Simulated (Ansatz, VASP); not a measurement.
**Two plane-wave programs on Al3B2N**

The input INCAR:

```
PREC = Accurate
ENCUT = 520
EDIFF = 1E-7
ISMEAR = 0
SIGMA = 0.1
LREAL = F
LASPH = T
NELM = 150
ALGO = Normal
ISIF = 2
LWAVE = F
LCHARG = T
ISPIN = 2
MAGMOM = 0 0 0 0 0 1
LORBIT = 11
GGA = PE
LELF = T
LVHAR = T
NBANDS = 23
```

Contents of KPOINTS:

```
Automatic mesh
0
Gamma
  6 6 4
```

Contents of POSCAR:

```
Al3B2N
1.0
    4.7602789369      0.0000000000      0.0000000000
   -2.3801394684      4.1225224884      0.0000000000
    0.0000000000      0.0000000000      6.7161463255
Al B N
3 2 1
Direct
    0.3333333333      0.6666666667      0.0000000000
    0.6666666667      0.3333333333      0.0000000000
    0.0000000000      0.0000000000      0.0000000000
    0.0000000000      0.0000000000      0.3037807486
    0.0000000000      0.0000000000      0.6962192514
    0.0000000000      0.0000000000      0.5000000000
```

Input for Ansatz:

```yaml
crystal:
  lattice:
    - [4.7602789369, 0.0, 0.0]
    - [-2.3801394684, 4.1225224884, 0.0]
    - [0.0, 0.0, 6.7161463255]
  atoms:
    - { symbol: Al, position: [0.3333333333, 0.6666666667, 0.0] }
    - { symbol: Al, position: [0.6666666667, 0.3333333333, 0.0] }
    - { symbol: Al, position: [0.0, 0.0, 0.0] }
    - { symbol: B, position: [0.0, 0.0, 0.3037807486] }
    - { symbol: B, position: [0.0, 0.0, 0.6962192514] }
    - { symbol: "N", position: [0.0, 0.0, 0.5], spin: 1.0 }
basis:
  ecutwfc: 420
kpoints:
  mp_grid: { grid: [6, 6, 4] }
hamiltonian:
  xc: pbe
scf:
  occupations: { method: gaussian, width: 0.1 }
  lower_state_search: "off"
output:
  forces: true
  stress: true
  eigenvalues: true
  populations: true
magnetization:
  spin_polarized: true
```

Alike in both runs: task single point; functional PBE; k mesh 6 × 6 × 4; occupations gaussian, width 0.1 eV; collinear spin.

|  | VASP | Ansatz |
| --- | --- | --- |
| version | VASP 6.6.1 | Ansatz 0.2.0 |
| potentials or method | VASP PAW PBE potentials, release 64 (Al, B, N), cutoff 520 eV | scalar-relativistic, plane waves, PAW |
| valence electrons in the cell | 20 | 20 |

VASP gave:

```
gap on the k mesh at the Fermi level (eV)                     : none
pressure (GPa)                                                : -0.2
traceless stress, the component that is largest in VASP (GPa) : -0.11
net moment per atom (μB)                                      : 0.00
```

**Question.** Estimate Ansatz's values.

**Answer.** gap on the k mesh at the Fermi level (eV): none; pressure (GPa): -0.1; traceless stress, the component that is largest in VASP (GPa): -0.06; net moment per atom (μB): 0.00.

A gap of «none» marks a metal or a gap that the smearing closes. Ansatz's warnings: seeded moment not kept.
